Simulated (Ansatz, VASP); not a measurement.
**One calculation of PtSe2, two programs**

```
Pt Se
1.0
     3.75249    0.00000    0.00000
    -1.87624    3.24975    0.00000
     0.00000    0.00000    5.06462
Pt Se
1 2
Direct
  0.00000 0.00000 0.00000
  0.33333 0.66667 0.25649
  0.66667 0.33333 0.74351
```

Change from the starting cell: volume scaled by 1.02, ions relaxed.

Alike in both runs: functional PBE; k mesh 14 × 14 × 9; occupations fermi-dirac, width 0.05 eV; no spin polarisation.

Ansatz relaxed the structure, and its values are those at the end. VASP's run is a single point on that final structure, the one shown.

|  | VASP | Ansatz |
| --- | --- | --- |
| version | VASP 6.6.1 | Ansatz 0.2.0 |
| potentials or method | VASP PAW PBE potentials, release 64 (Pt, Se) | plane-wave PAW, scalar-relativistic |
| plane-wave cutoff (eV) | 520 | 420 |
| valence electrons in the cell | 22 | 50 |

|  | VASP | Ansatz | Ansatz less VASP |
| --- | --- | --- | --- |
| pressure (GPa) | 2.9 | 2.9 | +0.03 |

The functional is the same, so the differences come from potentials, cutoffs and numerics. VASP's potentials hold 22 valence electrons a cell and Ansatz's 50, so a difference there can come from the potentials and not from the codes. Ansatz's warnings: stress scf threshold loose.

Spin-orbit coupling is off throughout.
